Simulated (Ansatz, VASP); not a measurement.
# TeS2: VASP beside Ansatz

```
Te S
1.0
    -2.21806    2.21806    7.71213
     2.21806   -2.21806    7.71213
     2.21806    2.21806   -7.71213
Te S
2 4
Direct
  0.00000 0.00000 0.00000
  0.75000 0.25000 0.50000
  0.41650 0.41650 0.00000
  0.16650 0.66650 0.50000
  0.33350 0.83350 0.50000
  0.58350 0.58350 0.00000
```

Alike in both runs: task relaxation of cell and atoms; functional PBE; k mesh 6 × 6 × 6; occupations gaussian, width 0.1 eV; no spin polarisation.

|  | VASP | Ansatz |
| --- | --- | --- |
| version | VASP 6.6.1 | Ansatz 0.2.0 |
| potentials or method | VASP PAW PBE potentials, release 64 (Te, S), cutoff 600 eV | scalar-relativistic, plane waves, PAW |
| valence electrons in the cell | 36 | 56 |

```tsv
	VASP	Ansatz	Ansatz less VASP
gap on the k mesh at the Fermi level, each at its own relaxed structure (eV)	none	none	-
relaxed volume (Å³/atom)	22.43	22.47	+0.044
relaxed cell length with the largest relative difference (Å)	8.278	8.258	-0.0201
```

A gap of «none» marks a metal or a gap that the smearing closes. VASP's potentials hold 36 valence electrons a cell and Ansatz's 56, so a difference there can come from the potentials and not from the codes.

Spin-orbit coupling is off throughout.
